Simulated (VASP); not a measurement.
A run of VASP 6.6.1:

Contents of INCAR:

```
SYSTEM = Ge
PREC = Accurate
ENCUT = 520
EDIFF = 1E-6
ISMEAR = 0
SIGMA = 0.1
LREAL = .FALSE.
LASPH = .TRUE.
NELM = 100
ALGO = Normal
ISIF = 2
LWAVE = .FALSE.
LCHARG = .FALSE.
GGA = PS
NBANDS = 66
```

File KPOINTS:

```
regular mesh
0
G
  12 12 4
  0 0 0
```

File POSCAR:

```
Ge
1.0
    4.0041644970      0.0000000000      0.0000000000
   -2.0020822485      3.4677081753      0.0000000000
    0.0000000000      0.0000000000     13.1450496104
Ge
8
Direct
    0.0000000000      0.0000000000      0.4068073295
    0.0000000000      0.0000000000      0.5931926705
    0.0000000000      0.0000000000      0.9068073295
    0.0000000000      0.0000000000      0.0931926705
    0.3333333333      0.6666666667      0.3441392333
    0.6666666667      0.3333333333      0.6558607667
    0.6666666667      0.3333333333      0.8441392333
    0.3333333333      0.6666666667      0.1558607667
```

Potentials or basis: VASP PAW PBE potentials, release 64 (Ge_d).

The run is started by

```bash
$ cat potpaw_PBE.64/Ge_d/POTCAR > POTCAR
$ mpirun -np 1 vasp_std > vasp.out
```

Hardware: 1 thread of Intel(R) Xeon(R) Platinum 8275CL CPU @ 3.00GHz (Skylake/Cascade Lake) (shared host).

Problem. How long does it take, and how much memory?

Solution. Run time: 14 min on 1 thread of Intel(R) Xeon(R) Platinum 8275CL CPU @ 3.00GHz (Skylake/Cascade Lake) (shared host), peak memory 0.57 GiB. Counts: scf iterations 15, k points 57.
